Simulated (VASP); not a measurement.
Write the native input for VASP 6.6.1 that does the following.

```yaml
Task: single point
Functional: LDA
Potentials_or_basis: VASP PAW LDA potentials, release 64 (In_d)
Cutoff: 520 eV
k_mesh: 22 × 22 × 22
Occupations: gaussian, width 0.15 eV
Spin: no spin polarisation
Dipole_correction: no
Further_INCAR_settings: ALGO = Fast; EDIFF = 1e-07; NBANDS = 12
```

The structure of In lies in POSCAR:

```
In
1.0
   -1.5128671783      1.5128671783      2.5747486507
    1.5128671783     -1.5128671783      2.5747486507
    1.5128671783      1.5128671783     -2.5747486507
In
1
Direct
    0.0000000000      0.0000000000      0.0000000000
```

This cell differs from its parent crystal: volume 23.572 Å^3 an atom, c/a of the conventional cell 1.7019.

These files were run (other wordings do the same):

INCAR

```
SYSTEM = In
PREC = Accurate
ENCUT = 520
EDIFF = 1E-7
ISMEAR = 0
SIGMA = 0.15
LREAL = .False.
LASPH = .True.
NELM = 60
ALGO = Fast
ISIF = 2
LWAVE = .False.
LCHARG = .True.
GGA = CA
LELF = .True.
LVHAR = .True.
NBANDS = 12
```

KPOINTS

```
Automatic mesh
0
Gamma
  22 22 22
  0 0 0
```

Potentials or basis: VASP PAW LDA potentials, release 64 (In_d).

Command:

```bash
$ cat potpaw_LDA.64/In_d/POTCAR > POTCAR
$ mpirun -np 1 vasp_std > vasp.out
```

Results of the run:

```yaml
Pressure: 2.8 GPa
```

It took 5.8 min on 1 thread of Intel(R) Xeon(R) Platinum 8259CL CPU @ 2.50GHz (Skylake/Cascade Lake), with other jobs on the host, peak memory 0.33 GiB.
